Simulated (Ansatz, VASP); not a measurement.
**Re: VASP beside Ansatz**

INCAR

```
SYSTEM = Re
PREC     = Accurate       ! precision mode
ENCUT    = 520            ! plane-wave cutoff, eV
EDIFF    = 1E-8           ! SCF threshold, eV
ISMEAR   = -1             ! smearing method
SIGMA    = 0.03           ! smearing width, eV
LREAL    = .FALSE.        ! projectors in reciprocal space
LASPH    = .TRUE.         ! aspherical terms in the spheres
NELM     = 100            ! most SCF steps
ALGO     = Normal         ! electronic algorithm
ISIF     = 2              ! what is computed and relaxed
LWAVE    = .FALSE.        ! write WAVECAR
LCHARG   = .FALSE.        ! write CHGCAR
GGA      = CA             ! functional
LEFG     = .TRUE.       
NBANDS   = 10             ! bands
```

KPOINTS

```
regular mesh
0
G
  14 14 14
  0 0 0
```

File POSCAR:

```
Re
1.0
    0.0000000000      1.9880798514      1.9880798514
    1.9880798514      0.0000000000      1.9880798514
    1.9880798514      1.9880798514      0.0000000000
Re
1
Direct
    0.0000000000      0.0000000000      0.0000000000
```

Input for Ansatz:

```yaml
crystal:
  lattice:
    - [0.0, 1.9880798514, 1.9880798514]
    - [1.9880798514, 0.0, 1.9880798514]
    - [1.9880798514, 1.9880798514, 0.0]
  atoms:
    - { symbol: Re, position: [0.0, 0.0, 0.0] }
kpoints:
  mp_grid: { grid: [14, 14, 14] }
scf:
  occupations: { method: fermi_dirac, width: 0.03 }
hamiltonian:
  xc: lda
  pseudopotentials: { kind: paw }
output:
  forces: true
  stress: true
  eigenvalues: true
  efg: { contact_densities: true }
```

Change from the starting cell: volume scaled by 1.02, PAW files.

Alike in both runs: task electric field gradients; functional LDA; k mesh 14 × 14 × 14; occupations fermi-dirac, width 0.03 eV; no spin polarisation.

|  | VASP | Ansatz |
| --- | --- | --- |
| version | VASP 6.6.1 | Ansatz 0.2.0 |
| potentials or method | VASP PAW LDA potentials, release 64 (Re) | PAW with Ansatz's default frozen-core files, scalar-relativistic |
| plane-wave cutoff (eV) | 520 | 420 |
| valence electrons in the cell | 7 | 15 |

|  | VASP | Ansatz | Ansatz less VASP |
| --- | --- | --- | --- |
| pressure (GPa) | -28.9 | -29.4 | -0.53 |

LDA's correlation is that of Perdew and Zunger in VASP and of Perdew and Wang (1992) in Ansatz. Both programs put the cell under strong tension, so it lies far from rest at this level. VASP's potentials hold 7 valence electrons a cell and Ansatz's 15, so a difference there can come from the potentials and not from the codes.

Spin-orbit coupling is off throughout.
